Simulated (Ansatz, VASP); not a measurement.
One calculation of RbBr, two programs

```
Rb Br
1.0
     4.84398    0.00000    0.00000
     0.00000    6.85042    0.00000
     0.00000    0.00000   24.68796
Rb Br
5 5
Direct
  0.50000 0.50000 0.30957
  0.00000 0.00000 0.40010
  0.50000 0.50000 0.50000
  0.00000 0.00000 0.59990
  0.50000 0.50000 0.69043
  0.50000 0.00000 0.30668
  0.00000 0.50000 0.40117
  0.50000 0.00000 0.50000
  0.00000 0.50000 0.59883
  0.50000 0.00000 0.69332
```

Alike in both runs: functional PBEsol; k mesh 6 × 4 × 1; occupations gaussian, width 0.05 eV; no spin polarisation.

Ansatz relaxed the structure, and its values are those at the end. VASP's run is a single point on that final structure, the one shown.

|  | VASP | Ansatz |
| --- | --- | --- |
| version | VASP 6.6.1 | Ansatz 0.2.0 |
| potentials or method | VASP PAW PBE potentials, release 64 (Rb_sv, Br), cutoff 520 eV | scalar-relativistic, plane waves, PAW |
| valence electrons in the cell | 80 | 80 |

|  | VASP | Ansatz | Ansatz less VASP |
| --- | --- | --- | --- |
| gap on the k mesh at the Fermi level (eV) | 3.77 | 3.77 | +0.001 |
| least direct gap on the mesh (eV) | 3.77 | 3.77 | +0.001 |
| rms of the force components (eV/Å) | 0.008 | 0.006 | -0.0020 |

VASP's potentials were made for PBE, not for PBEsol.
